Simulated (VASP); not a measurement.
Here is a VASP 6.6.1 calculation.

The input INCAR:

```
SYSTEM = CuSi16
ALGO = Normal
EDIFF = 1E-7
ENCUT = 520
ISIF = 2
ISMEAR = 0
LASPH = .TRUE.
LCHARG = .FALSE.
LREAL = Auto
LWAVE = .FALSE.
NBANDS = 52
NELECT = 74.0
NELM = 60
PREC = Accurate
SIGMA = 0.05
```

The input KPOINTS:

```
k-points
0
G
  2 2 2
  0 0 0
```

The input POSCAR:

```
CuSi16
1.0
    0.0000000000      5.4300000000      5.4300000000
    5.4300000000      0.0000000000      5.4300000000
    5.4300000000      5.4300000000      0.0000000000
Si Cu
16 1
Direct
    0.0361697053     -0.0097183241     -0.0120162983
    0.1324850829      0.1286918969      0.1257495396
   -0.0069836096      0.0087197053      0.4993683241
    0.1310511971      0.1270613260      0.6149839779
   -0.0066835175      0.5023833333      0.0055654696
    0.1321343462      0.6169923573      0.1240479742
   -0.0041114180      0.5005646409      0.4974036832
    0.0992573665      0.6349080110      0.6318667587
    0.5049582873      0.0064039595      0.0034035912
    0.6636081031      0.1100539595      0.1100160221
    0.5033471455      0.0116777164      0.4810237569
    0.6212848066      0.1417144567      0.6154437385
    0.5044822284      0.4815568140      0.0093809392
    0.6217380295      0.6173417127      0.1388971455
    0.4707748619      0.5144608656      0.5112365562
    0.6243084715      0.6219344383      0.6205443831
    0.5086421731      0.8306620626      0.8294727440
```

Potentials or basis: VASP PAW LDA potentials, release 64 (Si, Cu).

The run is started by

```console
$ cat potpaw_LDA.64/Si/POTCAR potpaw_LDA.64/Cu/POTCAR > POTCAR
$ mpirun -np 1 vasp_std > vasp.out
```

What does it give for the largest force?

0.029 eV/Å.

Forces on the atoms (eV/Å):
```
Si   0.003  0.000  0.005
Si   0.001 -0.003 -0.008
Si   0.000  0.002  0.012
Si  -0.001 -0.001 -0.004
Si  -0.001  0.008 -0.004
Si   0.004 -0.001  0.000
Si  -0.005  0.002 -0.005
Si   0.001  0.000  0.001
Si   0.012  0.010  0.002
Si   0.001  0.000  0.008
Si  -0.017 -0.010  0.000
Si   0.001  0.007  0.005
Si  -0.010  0.003 -0.009
Si   0.007  0.002  0.007
Si  -0.007  0.007  0.004
Si  -0.005 -0.007  0.000
Cu   0.018 -0.019 -0.013
```

Caveat: the k points lie up to 0.50 Å⁻¹ apart; the cell carries a net charge on a neutralising background, which shifts energy and pressure.
